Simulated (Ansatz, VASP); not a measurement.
Two plane-wave programs on Si2Ge

```xyz
6
Lattice="-1.9656 5.8961 2.7749 1.9656 -5.8961 2.7749 1.9656 5.8961 -2.7749" Properties=species:S:1:pos:R:3 pbc="T T T"
Si    0.0000    0.9437    0.7155
Si    1.9656    4.9524    2.0593
Si    0.0000    4.9524    0.7155
Si    1.9656    0.9437    2.0593
Ge    1.9656   -2.9481    2.1274
Ge    0.0000    8.8442    0.6475
```

Alike in both runs: functional PBE; k mesh 5 × 5 × 5; occupations gaussian, width 0.2 eV; no spin polarisation.

Ansatz relaxed the structure, and its values are those at the end. VASP's run is a single point on that final structure, the one shown.

```csv
,VASP,Ansatz
version,VASP 6.6.1,Ansatz 0.2.0
potentials or method,"VASP PAW PBE potentials, release 64 (Si, Ge_d), cutoff 520 eV","scalar-relativistic, plane waves, PAW"
valence electrons in the cell,44,44
```

```tsv
	VASP	Ansatz	Ansatz less VASP
gap on the k mesh at the Fermi level (eV)	0.50	0.50	-0.003
least direct gap on the mesh (eV)	0.99	0.98	-0.002
pressure (GPa)	-0.1	0.0	+0.07
rms of the force components (eV/Å)	0.006	0.007	+0.0012
```

With one functional, cell and mesh, what is left measures potentials, basis and numerics.
